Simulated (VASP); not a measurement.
The system is ZnO.

```
CELL_PARAMETERS angstrom
2.68821 0.00000 0.00000
0.00000 2.68821 0.00000
0.00000 0.00000 2.68821
ATOMIC_POSITIONS crystal
Zn 0.00000 0.00000 0.00000
O 0.50000 0.50000 0.50000
```

| Item | Value |
| --- | --- |
| Program | VASP 6.6.1 |
| Task | relaxation of cell and atoms |
| Functional | PBEsol-based screened hybrid with 25 % exact exchange |
| Potentials or basis | VASP PAW PBE potentials, release 64 (Zn, O) |
| Cutoff | 600 eV |
| k mesh | 5 × 5 × 5 |
| Occupations | fermi-dirac, width 0.05 eV |
| Spin | no spin polarisation |

At the start: pressure -12.8 GPa; volume 9.71 Å³/atom.

Task: How do energy, volume and symmetry change on relaxing?

Result: Over 3 steps the energy falls by 29.4 meV/atom and the volume is 9.03 Å³/atom (-7.1 %); space group Pm-3m (No. 221, to 0.1 Å) before and after.

Step by step:
```tsv
step	energy change (eV)	largest force (eV/Å)	pressure (GPa)	volume (Å³)
1	0.0000	0.0000	-12.84	19.43
2	-0.0385	0.0000	9.42	17.32
3	-0.0588	0.0000	-0.16	18.05
```

Final structure:
```
CELL_PARAMETERS angstrom
2.62329 0.00000 0.00000
0.00000 2.62329 0.00000
0.00000 0.00000 2.62329
ATOMIC_POSITIONS crystal
Zn 0.00000 0.00000 0.00000
O 0.50000 0.50000 0.50000
```

Caveat: the k points lie up to 0.48 Å⁻¹ apart in the final cell; the PAW data sets were made with another functional, which shifts forces and pressure a little.
